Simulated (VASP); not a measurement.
EuMn, 2 atoms in the cell. Symmetry: Pm-3m, No. 221, cubic system. Conventional cell: a = 3.845 Å, b = 3.845 Å, c = 3.845 Å, α = 90.00°, β = 90.00°, γ = 90.00°. Within 4.4 Å of Eu (site symmetry m-3m) lie 8 Mn at 3.33 Å and 6 Eu at 3.85 Å. Within 4.4 Å of Mn (site symmetry m-3m) lie 8 Eu at 3.33 Å and 6 Mn at 3.85 Å. 

| Item | Value |
| --- | --- |
| Program | VASP 6.6.1 |
| Task | single point |
| Functional | PBE |
| Potentials or basis | VASP PAW PBE potentials, release 64 (Eu, Mn_pv) |
| Cutoff | 520 eV |
| k mesh | 8 × 8 × 8 |
| Occupations | gaussian, width 0.05 eV |
| Spin | collinear spin, ferrimagnetic start |
| Starting moments | [7.79, -4.49] μB |
| Hubbard terms | Eu f U = 6.0 eV |
| Dipole correction | no |
| Further INCAR settings | ALGO = Normal; EDIFF = 1e-06; NBANDS = 26 |

Potentials or basis: VASP PAW PBE potentials, release 64 (Eu, Mn_pv).

Run with:

```console
$ cat potpaw_PBE.64/Eu/POTCAR potpaw_PBE.64/Mn_pv/POTCAR > POTCAR
$ mpirun -np 1 vasp_std > vasp.out
```

Hardware: 1 thread of Oxide Virtual Turin-like Processor, on a shared host.

Estimate the wall time of this run.

Run time: 4.4 min on 1 thread of Oxide Virtual Turin-like Processor, on a shared host, peak memory 0.23 GiB. Counts: scf iterations 22, k points 35.
